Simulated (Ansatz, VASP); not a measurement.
**One calculation of Al2Pt, two programs**

INCAR

```
PREC = Accurate
ENCUT = 600
EDIFF = 1E-7
ISMEAR = -1
SIGMA = 0.05
LREAL = F
LASPH = T
NELM = 60
ALGO = Normal
ISIF = 3
LWAVE = F
LCHARG = F
GGA = PS
IBRION = 2
NSW = 80
EDIFFG = -0.01
```

File KPOINTS:

```
Automatic mesh
0
Gamma
  8 8 8
```

File POSCAR:

```
Al2Pt
1.0
    0.0000000000      2.9550000000      2.9550000000
    2.9550000000      0.0000000000      2.9550000000
    2.9550000000      2.9550000000      0.0000000000
Pt Al
1 2
Direct
    0.0000000000      0.0000000000      0.0000000000
    0.7500000000      0.7500000000      0.7500000000
    0.2500000000      0.2500000000      0.2500000000
```

input.yaml

```yaml
crystal:
  lattice:
    - [0.0, 2.955, 2.955]
    - [2.955, 0.0, 2.955]
    - [2.955, 2.955, 0.0]
  atoms:
    - { symbol: Pt, position: [0.0, 0.0, 0.0] }
    - { symbol: Al, position: [0.75, 0.75, 0.75] }
    - { symbol: Al, position: [0.25, 0.25, 0.25] }
kpoints:
  mp_grid: { grid: [8, 8, 8] }
scf:
  occupations: { method: fermi_dirac, width: 0.05 }
hamiltonian:
  xc: pbesol
  pseudopotentials: { kind: all_electron, lapw: { basis_error: 0.002 } }
output:
  forces: true
  stress: true
relax:
  f_tol: 0.01
  max_steps: 60
  cell: {}
```

Alike in both runs: task relaxation of cell and atoms; functional PBEsol; k mesh 8 × 8 × 8; occupations fermi-dirac, width 0.05 eV; no spin polarisation.

|  | VASP | Ansatz |
| --- | --- | --- |
| version | VASP 6.6.1 | Ansatz 0.2.0 |
| potentials or method | VASP PAW PBE potentials, release 64 (Pt, Al), cutoff 600 eV | all-electron LAPW, scalar-relativistic |

Ansatz gave:

```
relaxed volume (Å³/atom)                                     : 17.09
relaxed cell length with the largest relative difference (Å) : 4.170
```

Q: Estimate VASP's values.

A: Relaxed volume (Å³/atom): 17.08; relaxed cell length with the largest relative difference (Å): 4.169.

VASP's potentials were made for PBE, not for PBEsol. Ansatz ran all-electron here, and VASP with PAW potentials.

Neither program's run includes spin-orbit coupling.
